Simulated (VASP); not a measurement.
Write the native input for VASP 6.6.1 that does the following.

- Task: single point
- Functional: PBEsol
- Potentials or basis: VASP PAW PBE potentials, release 64 (Be, C)
- Cutoff: 520 eV
- k mesh: 5 × 5 × 3
- Occupations: gaussian, width 0.05 eV
- Spin: no spin polarisation
- Dipole correction: no
- Further INCAR settings: LREAL = Auto; ALGO = Normal; EDIFF = 1e-06; NBANDS = 32

The structure of Be16C (a cell with a defect) lies in POSCAR:

```
Be16C
1.0
   -2.2900000000     -3.9663960000      0.0000000000
    3.4350000000     -1.9831980000      0.0000000000
    0.0000000000      0.0000000000      7.1768600000
Be C
16 1
Direct
    0.7496228249      0.5060195834      0.0087011590
    0.5006780484      0.2587137499      0.2542977012
    0.7525775864      0.4980068917      0.4955749450
    0.4997057591      0.3311616269      0.7482851832
    0.4997585183     -0.0341560388     -0.0012890038
    0.2030019549      0.8647416235      0.2505725345
    0.4999303444     -0.0139197995      0.5053233587
    0.2477131361      0.8363106497      0.7482153755
    0.2495957841      0.5064513379      0.0090844743
   -0.0004181421      0.3251710203      0.2498559259
    0.2468034848      0.4984029054      0.4950217783
    0.0000489300      0.3449796360      0.7472017010
   -0.0003617646      0.0379326227     -0.0078024373
    0.7981006535      0.8619410470      0.2510288622
   -0.0000016560      0.0218009338      0.5050490047
    0.7519157104      0.8359868928      0.7482782164
    0.5002596615      0.6596860625      0.1972023977
```

One way to write it, as run:

INCAR

```
SYSTEM = Be16C
ALGO = Normal ; EDIFF = 1E-6
ENCUT = 520 ; GGA = PS
ISIF = 2 ; ISMEAR = 0
LASPH = .TRUE. ; LCHARG = .TRUE.
LELF = .TRUE. ; LREAL = Auto
LVHAR = .TRUE. ; LWAVE = .FALSE.
NBANDS = 32 ; NELM = 80
PREC = Accurate ; SIGMA = 0.05
```

KPOINTS

```
k-points
0
G
  5 5 3
  0 0 0
```

Potentials or basis: VASP PAW PBE potentials, release 64 (Be, C).

Run with:

```bash
$ cat potpaw_PBE.64/Be/POTCAR potpaw_PBE.64/C/POTCAR > POTCAR
$ mpirun -np 1 vasp_std > vasp.out
```

It gave:

```
Pressure               : 7.3 GPa
Largest force          : 2.325 eV/Å
Band gap on the k mesh : zero (bands 18 and 19 overlap by 0.53 eV)
```

Caveat: the PAW data sets were made with another functional, which shifts forces and pressure a little.

Run time: 2.8 min on 1 thread of AMD EPYC 9R45 96-Core Processor (Zen 5), on a shared host, peak memory 0.24 GiB.
